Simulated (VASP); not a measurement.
# LiGeN (Pnma) in VASP: single point with PBE

Aim: the single point of LiGeN with PBE.

Everything below comes from runs of VASP 6.6.1. Logs are shortened: lines on timing, memory, paths and dates and some standing lists are left out, and cuts for length are marked.

## Step 1: The cell of the first run

Symmetry: Pnma, No. 62, orthorhombic system. The conventional cell has a = 5.534 Å, b = 4.132 Å, c = 6.924 Å, α = 90.00°, β = 90.00°, γ = 90.00°. Within 2.7 Å of Li (site symmetry m) lie 3 N at 2.02 to 2.13 Å and 2 Li at 2.54 Å. Within 2.6 Å of Ge (site symmetry m) lie 2 N at 1.88 Å and 2 Ge at 2.59 Å. N (site symmetry m) has 2 Ge at 1.88 Å and 3 Li at 2.02 to 2.13 Å within 2.5 Å.

## Step 2: Single point, PBE

File INCAR:

```
PREC     = Accurate       # precision mode
ENCUT    = 520            # plane-wave cutoff, eV
EDIFF    = 1E-6           # SCF threshold, eV
ISMEAR   = 0              # smearing method
SIGMA    = 0.1            # smearing width, eV
LREAL    = False          # projectors in reciprocal space
LASPH    = True           # aspherical terms in the spheres
NELM     = 60             # most SCF steps
ALGO     = Normal         # electronic algorithm
ISIF     = 2              # what is computed and relaxed
LWAVE    = False          # write WAVECAR
LCHARG   = False          # write CHGCAR
GGA      = PE             # functional
NBANDS   = 56             # bands
```

File KPOINTS:

```
regular mesh
0
Gamma
  4 4 4
```

File POSCAR:

```
LiGeN
1.0
    5.5336318000      0.0000000000      0.0000000000
    0.0000000000      4.1322631800      0.0000000000
    0.0000000000      0.0000000000      6.9237628000
Li Ge N
4 4 4
Direct
    0.5773130100      0.2500000000      0.9122870000
    0.0773130100      0.2500000000      0.5877130000
    0.4226869900      0.7500000000      0.0877130000
    0.9226869900      0.7500000000      0.4122870000
    0.5424649700      0.2500000000      0.3921400000
    0.0424649700      0.2500000000      0.1078600000
    0.4575350300      0.7500000000      0.6078600000
    0.9575350300      0.7500000000      0.8921400000
    0.8769040100      0.2500000000      0.3447160100
    0.3769040100      0.2500000000      0.1552839900
    0.1230959900      0.7500000000      0.6552839900
    0.6230959900      0.7500000000      0.8447160100
```

Potentials or basis: VASP PAW PBE potentials, release 64 (Li_sv, Ge_d, N).

Launch:

```console
> cat potpaw_PBE.64/Li_sv/POTCAR potpaw_PBE.64/Ge_d/POTCAR potpaw_PBE.64/N/POTCAR > POTCAR
> mpirun -np 1 vasp_std > vasp.out
```

OUTCAR:

```text
PREC = Accurate
   ENCUT = 520
   EDIFF = 1E-6
   ISMEAR = 0
   LREAL = False
   LASPH = True
   NELM = 60
   ISIF = 2
   GGA = PE

 ion  position               nearest neighbor table
   1  0.577  0.250  0.912-  10 2.02  12 2.13  12 2.13   3 2.54   3 2.54
   2  0.077  0.250  0.588-   9 2.02  11 2.13  11 2.13   4 2.54   4 2.54
   3  0.423  0.750  0.088-  12 2.02  10 2.13  10 2.13   1 2.54   1 2.54
   4  0.923  0.750  0.412-  11 2.02   9 2.13   9 2.13   2 2.54   2 2.54
   5  0.542  0.250  0.392-  10 1.88   9 1.88   7 2.59   7 2.59
   6  0.042  0.250  0.108-   9 1.88  10 1.88   8 2.59   8 2.59
   7  0.458  0.750  0.608-  12 1.88  11 1.88   5 2.59   5 2.59
   8  0.958  0.750  0.892-  11 1.88  12 1.88   6 2.59   6 2.59
   9  0.877  0.250  0.345-   6 1.88   5 1.88   2 2.02   4 2.13   4 2.13
  10  0.377  0.250  0.155-   5 1.88   6 1.88   1 2.02   3 2.13   3 2.13
  11  0.123  0.750  0.655-   8 1.88   7 1.88   4 2.02   2 2.13   2 2.13
  12  0.623  0.750  0.845-   7 1.88   8 1.88   3 2.02   1 2.13   1 2.13

  LATTYP: Found a simple orthorhombic cell.
 ALAT       =     4.1322631800
 B/A-ratio  =     1.3391285983
 C/A-ratio  =     1.6755377135

  Lattice vectors:

 A1 = (   0.0000000000,  -4.1322631800,   0.0000000000)
 A2 = (   5.5336318000,   0.0000000000,   0.0000000000)
 A3 = (   0.0000000000,   0.0000000000,   6.9237628000)

Analysis of symmetry for initial positions (statically):
=====================================================================
 Subroutine PRICEL returns:
 Original cell was already a primitive cell.

 Routine SETGRP: Setting up the symmetry group for a
 simple orthorhombic supercell.

 Subroutine GETGRP returns: Found  8 space group operations
 (whereof  2 operations were pure point group operations)
 out of a pool of  8 trial point group operations.

The static configuration has the point symmetry S_2 .
 The point group associated with its full space group is D_2h.

Analysis of symmetry for dynamics (positions and initial velocities):
=====================================================================
 Subroutine PRICEL returns:
 Original cell was already a primitive cell.

 Routine SETGRP: Setting up the symmetry group for a
 simple orthorhombic supercell.

 Subroutine GETGRP returns: Found  8 space group operations
 (whereof  2 operations were pure point group operations)
 out of a pool of  8 trial point group operations.

The dynamic configuration has the point symmetry S_2 .
 The point group associated with its full space group is D_2h.

 Subroutine INISYM returns: Found  8 space group operations
 (whereof  2 operations are pure point group operations),
 and found     1 'primitive' translations

----------------------------------------------------------------------------------------

                                     Primitive cell

  volume of cell :     158.3217

  direct lattice vectors                    reciprocal lattice vectors
     5.533631800  0.000000000  0.000000000     0.180713144  0.000000000  0.000000000
     0.000000000  4.132263180  0.000000000     0.000000000  0.241998139  0.000000000
     0.000000000  0.000000000  6.923762800     0.000000000  0.000000000  0.144430136

  length of vectors
     5.533631800  4.132263180  6.923762800     0.180713144  0.241998139  0.144430136

  position of ions in fractional coordinates (direct lattice)
     0.577313010  0.250000000  0.912287000
     0.077313010  0.250000000  0.587713000
     0.422686990  0.750000000  0.087713000
     0.922686990  0.750000000  0.412287000
     0.542464970  0.250000000  0.392140000
     0.042464970  0.250000000  0.107860000
     0.457535030  0.750000000  0.607860000
     0.957535030  0.750000000  0.892140000
     0.876904010  0.250000000  0.344716010
     0.376904010  0.250000000  0.155283990
     0.123095990  0.750000000  0.655283990
     0.623095990  0.750000000  0.844716010

  ion indices of the primitive-cell ions
   primitive index   ion index
                 1           1
                 2           2
                 3           3
                 4           4
                 5           5
                 6           6
                 7           7
                 8           8
                 9           9
                10          10
                11          11
                12          12

----------------------------------------------------------------------------------------

 KPOINTS: regular mesh

Automatic generation of k-mesh.
 Grid dimensions read from file:
 generate k-points for:    4    4    4

 Generating k-lattice:

  Cartesian coordinates                     Fractional coordinates (reciprocal lattice)
     0.045178286  0.000000000  0.000000000     0.250000000  0.000000000  0.000000000
     0.000000000  0.060499535  0.000000000     0.000000000  0.250000000  0.000000000
     0.000000000  0.000000000  0.036107534     0.000000000  0.000000000  0.250000000

  Length of vectors
     0.045178286  0.060499535  0.036107534

  Shift w.r.t. Gamma in fractional coordinates (k-lattice)
     0.000000000  0.000000000  0.000000000

 Subroutine IBZKPT returns following result:
 ===========================================

 Found     27 irreducible k-points:

 Following reciprocal coordinates:
            Coordinates               Weight
  0.000000  0.000000  0.000000      1.000000
  0.250000  0.000000  0.000000      2.000000
  0.500000  0.000000  0.000000      1.000000
  0.000000  0.250000  0.000000      2.000000
  0.250000  0.250000  0.000000      4.000000
  0.500000  0.250000  0.000000      2.000000
[... 16 lines left out ...]
  0.250000  0.250000  0.500000      4.000000
  0.500000  0.250000  0.500000      2.000000
 [... further k-points ...]
   k-points           NKPTS =     27   k-points in BZ     NKDIM =     27   number of bands    NBANDS=     56
   number of dos      NEDOS =    301   number of ions     NIONS =     12
   total plane-waves  NPLWV =  72576
   dimension x,y,z NGX =    42 NGY =   32 NGZ =   54
   dimension x,y,z NGXF=    84 NGYF=   64 NGZF=  108
   ions per type =               4   4   4
   NGX,Y,Z   is equivalent  to a cutoff of  12.62, 12.87, 12.97 a.u.
   NGXF,Y,Z  is equivalent  to a cutoff of  25.24, 25.75, 25.93 a.u.
 SYSTEM =  unknown system
   PREC   = accura    normal or accurate (medium, high low for compatibility)
   ISTART =      0    job   : 0-new  1-cont  2-samecut
   ICHARG =      2    charge: 1-file 2-atom 10-const
   ISPIN  =      1    spin polarized calculation?
   LNONCOLLINEAR =      F non collinear calculations
   LSORBIT =      F    spin-orbit coupling
   LASPH  =      T    aspherical Exc in radial PAW
   ENCUT  =  520.0 eV  38.22 Ry    6.18 a.u.  10.29  7.68 12.87*2*pi/ulx,y,z
   NELM   =     60;   NELMIN=  2; NELMDL= -5     # of ELM steps
   EDIFF  = 0.1E-05   stopping-criterion for ELM
   LREAL  =      F    real-space projection
   EDIFFG = 0.1E-04   stopping-criterion for IOM
   NSW    =      0    number of steps for IOM
   IBRION =     -1    ionic relax: 0-MD 1-quasi-New 2-CG
   NFREE  =      0    steps in history (QN), initial steepest desc. (CG)
   ISIF   =      2    stress and relaxation
   ISYM   =      2    0-nonsym 1-usesym 2-fastsym
   POTIM  = 0.5000    time-step for ionic-motion
   TEBEG  =    0.0;   TEEND  =   0.0 temperature during run
   PSTRESS=    0.0 pullay stress
   NELECT =      88.0000    total number of electrons
   NUPDOWN=      -1.0000    fix difference up-down
   EMIN   =  10.00;   EMAX   =-10.00  energy-range for DOS
   EFERMI =   0.00;   METHOD = LEGACY
   ISMEAR =     0;   SIGMA  =   0.10  broadening in eV -4-tet -1-fermi 0-gaus
   EFERMI_NEDOS =   21; number of points for ismear=-14 and -15
   IALGO  =     38    algorithm
   IMIX   =      4    mixing-type and parameters
     AMIX     =   0.40;   BMIX     =  1.00
     AMIX_MAG =   1.60;   BMIX_MAG =  1.00
  volume/ion in A,a.u.               =      13.19        89.03
  Fermi-wavevector in a.u.,A,eV,Ry     =   1.346033  2.543633 24.651087  1.811804
  Thomas-Fermi vector in A             =   2.473897
   LORBIT       =      0    0 simple, 1 ext, 2 COOP (PROOUT), +10 PAW based schemes
   GGA     = PE    functional components
   LHFCALC =     F    Hartree Fock is set to
   AEXX    =    0.0000 exact exchange contribution
   IVDW    =     0    specifies the selected vdW correction
   LEPSILON=     F    determine dielectric tensor
   LRPA    =     F    only Hartree local field effects (RPA)
 non-spin polarized calculation
 Gauss-broadening in eV      SIGMA  =   0.10
  energy-cutoff  :      520.00
  volume of cell :      158.32
 maximum number of plane-waves:      4294
 NGX is ok and might be reduce to    42
   NGX = 21   NGY = 15   NGZ = 25

 number of electron      88.0000026 magnetization

 Free energy of the ion-electron system (eV)
  ---------------------------------------------------
  ext. energy  EPLUGINS =         0.00000000
  ---------------------------------------------------
  free energy    TOTEN  =       -62.48447215 eV

  energy without entropy =      -62.47048064  energy(sigma->0) =      -62.47747640

 E-fermi :   5.4036     XC(G=0):  -9.9258

 val. band max:        5.3952090862   @ k =   0.2500   0.0000   0.2500
 cond. band min:       5.4053867850   @ k =   0.2500   0.0000   0.2500
 fundamental gap:      0.0101776988
 Fermi energy:         5.4036333199

 k-point     1 :       0.0000    0.0000    0.0000
  band No.  band energies     occupation
      1     -40.8378      2.00000
      2     -40.8367      2.00000
      3     -40.7927      2.00000
      4     -40.7918      2.00000
      5     -20.0626      2.00000
      6     -20.0593      2.00000
[... 48 lines left out ...]
     55      11.4769      0.00000
     56      11.8846      0.00000

 k-point     2 :       0.2500    0.0000    0.0000
  band No.  band energies     occupation
      1     -40.8376      2.00000
      2     -40.8368      2.00000
      3     -40.7925      2.00000
      4     -40.7919      2.00000
      5     -20.0625      2.00000
      6     -20.0607      2.00000
[... 48 lines left out ...]
     55      11.0016      0.00000
     56      11.4519      0.00000

 k-point     3 :       0.5000    0.0000    0.0000
  band No.  band energies     occupation
      1     -40.8372      2.00000
      2     -40.8372      2.00000
      3     -40.7922      2.00000
      4     -40.7922      2.00000
      5     -20.0621      2.00000
      6     -20.0621      2.00000
[... 1172 lines left out ...]
 k-point    23 :       0.2500    0.2500    0.5000
  band No.  band energies     occupation
      1     -40.8305      2.00000
      2     -40.8305      2.00000
      3     -40.7987      2.00000
      4     -40.7987      2.00000
      5     -20.0724      2.00000
      6     -20.0724      2.00000
[... 48 lines left out ...]
     55      10.7523      0.00000
     56      10.7523      0.00000

 k-point    24 :       0.5000    0.2500    0.5000
  band No.  band energies     occupation
      1     -40.8305      2.00000
      2     -40.8305      2.00000
      3     -40.7987      2.00000
      4     -40.7987      2.00000
      5     -20.0722      2.00000
      6     -20.0722      2.00000
[... 48 lines left out ...]
     55      11.0461      0.00000
     56      11.0461      0.00000

 [... further k-points ...]

------------------------ aborting loop because EDIFF is reached ----------------------------------------

  FORCE on cell =-STRESS in cart. coord.  units (eV):
  Direction    XX          YY          ZZ          XY          YZ          ZX
  --------------------------------------------------------------------------------------
  -------------------------------------------------------------------------------------
  Total        0.0094362      0.3990964     -0.2238934      0.0000000      0.0000000      0.0000000
  in kB        0.0954922      4.0387591     -2.2657469      0.0000000      0.0000000      0.0000000
  external PRESSURE =       0.6228348 kB  Pullay stress =       0.0000000 kB

 VOLUME and BASIS-vectors are now :
 -----------------------------------------------------------------------------
  energy-cutoff  :      520.00
  volume of cell :      158.32
      direct lattice vectors                 reciprocal lattice vectors
     5.533631800  0.000000000  0.000000000     0.180713144  0.000000000  0.000000000
     0.000000000  4.132263180  0.000000000     0.000000000  0.241998139  0.000000000
     0.000000000  0.000000000  6.923762800     0.000000000  0.000000000  0.144430136

 POSITION                                       TOTAL-FORCE (eV/Angst)
 -----------------------------------------------------------------------------------
      3.19464      1.03307      6.31646        -0.023822     -0.000000      0.026643
      0.42782      1.03307      4.06919        -0.023822      0.000000     -0.026643
      2.33899      3.09920      0.60730         0.023822     -0.000000     -0.026643
      5.10581      3.09920      2.85458         0.023822      0.000000      0.026643
      3.00180      1.03307      2.71508        -0.027005     -0.000000      0.046015
      0.23499      1.03307      0.74680        -0.027005     -0.000000     -0.046015
      2.53183      3.09920      4.20868         0.027005     -0.000000     -0.046015
      5.29865      3.09920      6.17697         0.027005     -0.000000      0.046015
      4.85246      1.03307      2.38673         0.043980      0.000000      0.056531
      2.08565      1.03307      1.07515         0.043980      0.000000     -0.056531
      0.68117      3.09920      4.53703        -0.043980      0.000000     -0.056531
      3.44798      3.09920      5.84861        -0.043980     -0.000000      0.056531
 -----------------------------------------------------------------------------------
    total drift:                                0.000000      0.000000      0.000000

  FREE ENERGIE OF THE ION-ELECTRON SYSTEM (eV)
  ---------------------------------------------------
  free  energy   TOTEN  =       -62.4844721487 eV

  energy  without entropy=      -62.4704806431  energy(sigma->0) =      -62.47747640
```

Wall time 4.7 min (1 thread of Intel Xeon Platinum 8259CL at 2.50GHz (Skylake/Cascade Lake), shared host); peak memory 0.36 GiB.

Results:

| Quantity | Value |
| --- | --- |
| Free energy | -62.4845 eV |
| Largest force | 0.072 eV/Å |
| Band gap on the k mesh | zero (bands 44 and 45 overlap by 0.02 eV) |

Forces on the atoms (eV/Å):
```
Li  -0.024  0.000  0.027
Li  -0.024  0.000 -0.027
Li   0.024  0.000 -0.027
Li   0.024  0.000  0.027
Ge  -0.027  0.000  0.046
Ge  -0.027  0.000 -0.046
Ge   0.027  0.000 -0.046
Ge   0.027  0.000  0.046
N    0.044  0.000  0.057
N    0.044  0.000 -0.057
N   -0.044  0.000 -0.057
N   -0.044  0.000  0.057
```

Caveat: the k points lie up to 0.38 Å⁻¹ apart; the cutoff is under 1.25 times the usual one of these potentials, so pressure, stress and relaxed cells hold a basis-set (Pulay) error.
